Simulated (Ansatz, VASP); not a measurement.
# One calculation of SrTiO3, two programs

```
Sr Ti O
1.0
     3.93641    0.00000    0.00000
     0.00000    3.93641    0.00000
     0.00000    0.00000    3.93641
Sr Ti O
1 1 3
Cartesian
  0.1551 0.0000 0.0000
  1.8589 1.9682 1.9682
  -0.1560 1.9682 1.9682
  1.7851 0.0000 1.9682
  1.7851 1.9682 0.0000
```

Change from the starting cell: mode 1 frozen in at -0.096 Å and mode 7 at +0.173 Å (largest displacements).

Alike in both runs: task single point; functional PBE; k mesh 8 × 8 × 8; occupations gaussian, width 0.05 eV; no spin polarisation.

```csv
,VASP,Ansatz
version,VASP 6.6.1,Ansatz 0.2.0
potentials or method,"VASP PAW PBE potentials, release 64 (Sr_sv, Ti_sv, O), cutoff 520 eV","scalar-relativistic, plane waves, PAW"
valence electrons in the cell,40,40
```

VASP gave:

* gap on the k mesh at the Fermi level (eV): 1.79
* least direct gap on the mesh (eV): 2.18
* pressure (GPa): 3.0
* traceless stress, the component that is largest in VASP (GPa): 0.29
* rms of the force components (eV/Å): 0.363

Problem. Estimate Ansatz's values.

Solution. gap on the k mesh at the Fermi level (eV): 1.82; least direct gap on the mesh (eV): 2.20; pressure (GPa): 2.3; traceless stress, the component that is largest in VASP (GPa): 0.29; rms of the force components (eV/Å): 0.352.

Atom by atom the forces differ by 0.017 eV/Å (rms over components). With one functional, cell and mesh, what is left measures potentials, basis and numerics.
